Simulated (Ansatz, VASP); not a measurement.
MnI2: VASP beside Ansatz

```
Mn I
1.0
     4.16000    0.00000    0.00000
    -2.08000    3.60267    0.00000
     0.00000    0.00000   13.64000
Mn I
2 4
Direct
  0.00000 0.00000 0.00000
  0.00000 0.00000 0.50000
  0.33333 0.66667 0.12500
  0.66667 0.33333 0.37500
  0.33333 0.66667 0.62500
  0.66667 0.33333 0.87500
```

Alike in both runs: task single point; functional LDA; k mesh 5 × 5 × 2; occupations gaussian, width 0.05 eV; collinear spin; Hubbard terms Mn d U = 4.0 eV.

|  | VASP | Ansatz |
| --- | --- | --- |
| version | VASP 6.6.1 | Ansatz 0.2.0 |
| potentials or method | VASP PAW LDA potentials, release 64 (Mn_pv, I), cutoff 520 eV | scalar-relativistic, plane waves, PAW |
| valence electrons in the cell | 54 | 98 |

|  | VASP | Ansatz | Ansatz less VASP |
| --- | --- | --- | --- |
| gap on the k mesh at the Fermi level (eV) | 2.28 | 2.51 | +0.228 |
| least direct gap on the mesh (eV) | 2.43 | 2.67 | +0.232 |
| pressure (GPa) | -2.7 | -2.5 | +0.17 |
| rms of the force components (eV/Å) | 0.213 | 0.206 | -0.0070 |
| net moment per atom (μB) | 1.67 | 1.67 | -0.001 |
| size of the moment on the site where the two differ most (μB) | 4.55 | 4.62 | +0.069 |

LDA's correlation is that of Perdew and Zunger in VASP and of Perdew and Wang (1992) in Ansatz. Site moments also hang on the region over which each program counts them. The programs project onto different local orbitals, so the same U acts differently, and such runs can settle in different states. VASP's potentials hold 54 valence electrons a cell and Ansatz's 98, so a difference there can come from the potentials and not from the codes.

Neither program's run includes spin-orbit coupling.
